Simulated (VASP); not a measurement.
A run of VASP 6.6.1 is set up as follows.

File POSCAR:

```
CaO
1.0
    0.0000000000      2.4230233148      2.4230233148
    2.4230233148      0.0000000000      2.4230233148
    2.4230233148      2.4230233148      0.0000000000
Ca O
1 1
Direct
    0.0000000000      0.0000000000      0.0000000000
    0.5000000000      0.5000000000      0.5000000000
```

The input INCAR.step1:

```
  PREC = Accurate
  ENCUT = 520
  EDIFF = 1E-5
  ISMEAR = -1
  SIGMA = 0.05
  LREAL = False
  LASPH = True
  NELM = 80
  ALGO = Normal
  ISIF = 2
  LWAVE = True
  NBANDS = 15
  GGA = PE
```

The input INCAR.step2:

```
  PREC = Accurate
  ENCUT = 520
  EDIFF = 1E-7
  ISMEAR = -1
  SIGMA = 0.05
  LREAL = False
  LASPH = True
  NELM = 80
  ALGO = Normal
  ISIF = 2
  LWAVE = False
  LCHARG = True
  GGA = PE
  LHFCALC = True
  HFSCREEN = 0.2079
  PRECFOCK = Normal
  LELF = True
  LVHAR = True
  NBANDS = 15
  ISTART = 1
```

KPOINTS

```
Automatic mesh
0
Gamma
  4 4 4
```

Potentials or basis: VASP PAW PBE potentials, release 64 (Ca_sv, O).

Command:

```sh
$ cat potpaw_PBE.64/Ca_sv/POTCAR potpaw_PBE.64/O/POTCAR > POTCAR
$ cp INCAR.step1 INCAR
$ mpirun -np 1 vasp_std > vasp.out
$ cp INCAR.step2 INCAR
$ mpirun -np 1 vasp_std > vasp.out
```

Question: Estimate the pressure.

Answer: -2.6 GPa.

Question: What does it give for the band gap on the k mesh?

Answer: 5.29 eV (least direct gap 5.72 eV).

Caveat: the k points lie up to 0.56 Å⁻¹ apart; the PAW data sets were made with another functional, which shifts forces and pressure a little. A k mesh can miss the band edges.
